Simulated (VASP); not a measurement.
Input of a VASP 6.6.1 run:

File INCAR:

```
PREC = Accurate
ENCUT = 520
EDIFF = 1E-6
ISMEAR = 0
SIGMA = 0.02
LREAL = F
LASPH = T
NELM = 150
ALGO = Normal
ISIF = 2
LWAVE = F
LCHARG = T
ISPIN = 2
MAGMOM = 3.9 0.17
LORBIT = 11
LMAXMIX = 4
LDAU = T
LDAUTYPE = 2
LDAUL = 2 -1
LDAUU = 5.3 0
LDAUJ = 0 0
LDAUPRINT = 1
GGA = PE
LELF = T
LVHAR = T
NBANDS = 18
```

File KPOINTS:

```
Automatic mesh
0
Gamma
  12 12 12
```

File POSCAR:

```
FeO
1.0
    1.5696293057      0.9062259022      2.4541789149
   -1.5696293057      0.9062259022      2.4541789149
    0.0000000000     -1.8124518043      2.4541789149
Fe O
1 1
Direct
    0.0000000000      0.0000000000      0.0000000000
    0.5000000000      0.5000000000      0.5000000000
```

Potentials or basis: VASP PAW PBE potentials, release 64 (Fe, O).

Launch:

```bash
$ cat potpaw_PBE.64/Fe/POTCAR potpaw_PBE.64/O/POTCAR > POTCAR
$ mpirun -np 1 vasp_std > vasp.out
```

Question: Estimate the site moments.

Answer: Fe +3.85; O +0.17 μB.

Question: What does it give for the band gap on the k mesh?

Answer: Zero (filled and empty bands overlap).

Question: What does it give for the pressure?

Answer: -5.3 GPa.

Eigenvalues of the final occupation matrices:
| site | spin | trace | eigenvalues |
| --- | --- | --- | --- |
| site 1 d | 1 | 4.95 | 0.97 0.97 0.97 1.02 1.02 |
| site 1 d | 2 | 1.14 | 0.04 0.09 0.09 0.46 0.46 |

Caveat: the cell stands under tension; a cell with one magnetic atom can't hold antiferromagnetic order, which such compounds often take. The state reached can hang on the start; a lower one may exist.
